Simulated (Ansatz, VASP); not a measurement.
**ZnCd7S8 in VASP and in Ansatz**

```
Zn Cd S
1.0
     0.00000    0.00000   -6.64449
     4.08009    7.06693    0.00000
     4.08009   -7.06693    0.00000
Zn Cd S
1 7 8
Direct
  0.00141 0.16667 0.33333
  0.00166 0.16885 0.83443
  0.00166 0.66557 0.33115
  0.00166 0.66557 0.83443
  0.49827 0.32973 0.65946
  0.49827 0.32973 0.17027
  0.50334 0.83333 0.66667
  0.49827 0.84054 0.17027
  0.64965 0.16667 0.33333
  0.62231 0.16952 0.83476
  0.62231 0.66524 0.33048
  0.62231 0.66524 0.83476
  0.11803 0.32394 0.64789
  0.11803 0.32394 0.17606
  0.12480 0.83333 0.66667
  0.11803 0.85211 0.17606
```

Alike in both runs: functional PBEsol; k mesh 4 × 3 × 3; occupations gaussian, width 0.1 eV; no spin polarisation.

Ansatz relaxed the structure, and its values are those at the end. VASP's run is a single point on that final structure, the one shown.

```csv
,VASP,Ansatz
version,VASP 6.6.1,Ansatz 0.2.0
potentials or method,"VASP PAW PBE potentials, release 64 (Zn, Cd, S), cutoff 520 eV","scalar-relativistic, plane waves, PAW"
valence electrons in the cell,144,200
```

Ansatz gave:

| Item | Value |
| --- | --- |
| gap on the k mesh at the Fermi level (eV) | 1.16 |
| least direct gap on the mesh (eV) | 1.16 |
| pressure (GPa) | 0.0 |
| rms of the force components (eV/Å) | 0.003 |

Q: Which values does VASP return?

A: gap on the k mesh at the Fermi level (eV): 1.17; least direct gap on the mesh (eV): 1.17; pressure (GPa): 0.4; rms of the force components (eV/Å): 0.008.

VASP's potentials were made for PBE, not for PBEsol. VASP's potentials hold 144 valence electrons a cell and Ansatz's 200, so a difference there can come from the potentials and not from the codes.
